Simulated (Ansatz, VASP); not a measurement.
# Two plane-wave programs on PbSe

```
Pb Se
1.0
     5.22536    0.00000    0.00000
    -2.61268    4.52530    0.00000
     0.00000    0.00000    6.27481
Pb Se
2 2
Direct
  0.33333 0.66667 0.25000
  0.66667 0.33333 0.75000
  0.66667 0.33333 0.25000
  0.33333 0.66667 0.75000
```

Alike in both runs: task single point; functional r2SCAN; k mesh 6 × 6 × 4; no spin polarisation.

|  | VASP | Ansatz |
| --- | --- | --- |
| version | VASP 6.6.1 | Ansatz 0.2.0 |
| potentials or method | VASP PAW PBE potentials, release 64 (Pb_d, Se) | plane waves, PAW |
| plane-wave cutoff (eV) | 520 | 500 |
| occupations | gaussian, width 0.01 eV | fixed |
| valence electrons in the cell | 40 | 60 |

```tsv
	VASP	Ansatz	Ansatz less VASP
gap on the k mesh at the Fermi level (eV)	1.52	1.51	-0.001
pressure (GPa)	-1.1	-1.1	0.00
traceless stress, the component that is largest in VASP (GPa)	-0.07	-0.06	+0.007
```

VASP's potentials were made for PBE, not for r2SCAN. VASP's potentials hold 40 valence electrons a cell and Ansatz's 60, so a difference there can come from the potentials and not from the codes.

Neither program's run includes spin-orbit coupling.
